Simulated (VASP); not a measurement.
Here is a VASP 6.6.1 calculation.

INCAR

```
SYSTEM = Ag
PREC     = Accurate       ! precision mode
ENCUT    = 500            ! plane-wave cutoff, eV
EDIFF    = 1E-7           ! SCF threshold, eV
ISMEAR   = -1             ! smearing method
SIGMA    = 0.05           ! smearing width, eV
LREAL    = .FALSE.        ! projectors in reciprocal space
LASPH    = .TRUE.         ! aspherical terms in the spheres
NELM     = 120            ! most SCF steps
ALGO     = Normal         ! electronic algorithm
ISIF     = 3              ! what is computed and relaxed
LWAVE    = .FALSE.        ! write WAVECAR
LCHARG   = .FALSE.        ! write CHGCAR
IBRION   = 2              ! ionic algorithm
NSW      = 32             ! ionic steps
EDIFFG   = -0.005         ! ionic threshold
PSTRESS  = 2800.0       
GGA_COMPAT= .FALSE.      
NELMIN   = 4
```

Contents of KPOINTS:

```
regular mesh
0
G
  14 14 14
  0 0 0
```

POSCAR

```
Ag
1.0
    0.0000000000      2.3133153042      2.3133153042
    2.3133153042      0.0000000000      2.3133153042
    2.3133153042      2.3133153042      0.0000000000
Ag
2
Direct
   -0.1250000000     -0.1250000000     -0.1250000000
    0.1250000000      0.1250000000      0.1250000000
```

Potentials or basis: VASP PAW LDA potentials, release 64 (Ag).

Command:

```bash
$ cat potpaw_LDA.64/Ag/POTCAR > POTCAR
$ mpirun -np 1 vasp_std > vasp.out
```

(1) Estimate the space group after relaxing (to 0.1 Å).

(2) What does it give for the relaxed volume?

(3) Estimate the band gap on the k mesh.

## Answers

(1) Fd-3m (No. 227).

(2) 12.17 Å³/atom.

(3) zero (bands 11 and 12 overlap by 1.25 eV).

Caveat: the cell is relaxed towards a set pressure, so the run minimises the enthalpy, not the energy; atoms lie so close that the PAW spheres overlap strongly, which falsifies energies and pressures.
